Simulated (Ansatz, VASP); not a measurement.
# GeCN2: VASP beside Ansatz

Contents of INCAR:

```
PREC = Accurate
ENCUT = 520
EDIFF = 1E-6
ISMEAR = -1
SIGMA = 0.05
LREAL = F
LASPH = T
NELM = 80
ALGO = Normal
ISIF = 2
LWAVE = F
LCHARG = F
GGA = PS
NBANDS = 22
```

KPOINTS

```
regular mesh
0
Gamma
  9 9 9
```

POSCAR

```
GeCN2
1.0
    1.7817511454      1.0286945034      4.8889229472
   -1.7817511454      1.0286945034      4.8889229472
    0.0000000000     -2.0573890068      4.8889229472
Ge N C
1 2 1
Direct
    0.0000000000      0.0000000000      0.0000000000
    0.5839044000      0.5839044000      0.5839044000
    0.4160956000      0.4160956000      0.4160956000
    0.5000000000      0.5000000000      0.5000000000
```

File input.yaml:

```yaml
crystal:
  lattice:
    - [1.7817511454, 1.0286945034, 4.8889229472]
    - [-1.7817511454, 1.0286945034, 4.8889229472]
    - [0.0, -2.0573890068, 4.8889229472]
  atoms:
    - { symbol: Ge, position: [0.0, 0.0, 0.0] }
    - { symbol: "N", position: [0.5839044, 0.5839044, 0.5839044] }
    - { symbol: "N", position: [0.4160956, 0.4160956, 0.4160956] }
    - { symbol: C, position: [0.5, 0.5, 0.5] }
kpoints:
  mp_grid: { grid: [9, 9, 9] }
scf:
  occupations: { method: fermi_dirac, width: 0.05 }
hamiltonian:
  xc: pbesol
  pseudopotentials: { kind: all_electron, lapw: { basis_error: 0.001 } }
output:
  forces: true
  stress: true
  eigenvalues: true
```

Change from the starting cell: volume scaled by 0.98.

Alike in both runs: task single point; functional PBEsol; k mesh 9 × 9 × 9; occupations fermi-dirac, width 0.05 eV; no spin polarisation.

```csv
,VASP,Ansatz
version,VASP 6.6.1,Ansatz 0.2.0
potentials or method,"VASP PAW PBE potentials, release 64 (Ge_d, N, C), cutoff 520 eV","all-electron LAPW, scalar-relativistic"
```

Ansatz gave:

| Property | Result |
| --- | --- |
| gap on the k mesh at the Fermi level (eV) | 0.96 |
| least direct gap on the mesh (eV) | 1.76 |
| pressure (GPa) | -0.7 |
| traceless stress, the component that is largest in VASP (GPa) | 3.07 |
| rms of the force components (eV/Å) | 0.259 |

Question: Which values does VASP return?

Answer: gap on the k mesh at the Fermi level (eV): 0.95; least direct gap on the mesh (eV): 1.74; pressure (GPa): -0.4; traceless stress, the component that is largest in VASP (GPa): 3.91; rms of the force components (eV/Å): 0.323.

VASP's potentials were made for PBE, not for PBEsol. Atom by atom the forces differ by 0.064 eV/Å (rms over components). Ansatz ran all-electron here, and VASP with PAW potentials.

Noted on VASP's run: the standard files for N, O and F lose accuracy on very short bonds.
